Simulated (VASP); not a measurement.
## MgS: single point with PBE

MgS:

```
CELL_PARAMETERS angstrom
0.00000 2.35788 2.60165
2.84542 0.00000 2.60165
2.84542 2.35788 0.00000
ATOMIC_POSITIONS crystal
Mg 0.00000 0.00000 0.00000
S 0.50000 0.50000 0.50000
```

This cell differs from its parent crystal: strain +0.0937 x Voigt [1, -1, 0, 0, 0, 0].

```
Program             : VASP 6.6.1
Task                : single point
Functional          : PBE
Potentials or basis : VASP PAW PBE potentials, release 64 (Mg, S)
Cutoff              : 520 eV
k mesh              : 8 × 8 × 8
Occupations         : gaussian, width 0.05 eV
Spin                : no spin polarisation
```

| Property | Result |
| --- | --- |
| Pressure | 6.1 GPa |
| Band gap on the k mesh | 2.41 eV, indirect (least direct gap 3.54 eV) |

Stress tensor (GPa, compression positive):
```
-4.07  0.00  0.00
 0.00 19.55  0.00
 0.00  0.00  2.75
```

Levels at points of the mesh, in eV from the valence-band top:
```
           k point  band 1  band 2  band 3  band 4  band 5  band 6  band 7  band 8  band 9
(0.00, 0.00, 0.00)  -12.99   -0.70   -0.11    0.00    3.54    6.93    7.89    8.89    8.99
(0.50, 0.00, 0.00)  -11.65   -5.13   -1.11   -0.66    4.05    6.14    8.01   10.06   11.97
(0.50, 0.50, 0.00)  -11.26   -4.51   -2.63   -1.08    2.76    4.38   10.95   11.66   11.91
(0.50, 0.00, 0.50)  -10.99   -4.30   -2.73   -1.94    2.41    3.87   11.64   12.65   12.86
(0.00, 0.50, 0.50)  -11.68   -4.53   -1.90   -1.09    3.36    4.53   10.86   12.29   12.66
```

Wall time 52 s on 1 thread of Intel(R) Xeon(R) Platinum 8259CL CPU @ 2.50GHz (Skylake/Cascade Lake), with other jobs on the host, peak memory 0.18 GiB.

Caveat: the cell differs from its parent crystal (strain +0.0937 x Voigt [1, -1, 0, 0, 0, 0]). A k mesh can miss the band edges.
